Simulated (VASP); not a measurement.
Input of a VASP 6.6.1 run:

Contents of INCAR:

```
PREC = Accurate
ENCUT = 520
EDIFF = 1E-7
ISMEAR = -1
SIGMA = 0.05
LREAL = F
LASPH = T
NELM = 80
ALGO = Normal
ISIF = 2
LWAVE = F
LCHARG = F
GGA = RP
NBANDS = 32
```

Contents of KPOINTS:

```
regular mesh
0
Gamma
  5 5 3
```

POSCAR

```
Lu
1.0
    3.5031000000      0.0000000000      0.0000000000
   -1.7515500000      3.0337735920      0.0000000000
    0.0000000000      0.0000000000      5.5509000000
Lu
2
Direct
    0.6666666667      0.3333333333      0.7500000000
    0.3333333333      0.6666666667      0.2500000000
```

Potentials or basis: VASP PAW PBE potentials, release 64 (Lu).

Run with:

```bash
$ cat potpaw_PBE.64/Lu/POTCAR > POTCAR
$ mpirun -np 1 vasp_std > vasp.out
```

Question: Estimate the pressure.

Answer: 2.0 GPa.

Question: Predict the band gap on the k mesh.

Answer: Zero (band 25 reaches 2.97 eV, above the bottom of band 26 at 1.78 eV).

Stress tensor (GPa, compression positive):
```
2.44 0.00 0.00
0.00 2.44 0.00
0.00 0.00 1.01
```

Caveat: the k points lie up to 0.41 Å⁻¹ apart; the PAW data sets were made with another functional, which shifts forces and pressure a little; spin-orbit coupling is left out, which moves the levels of the heavy elements.
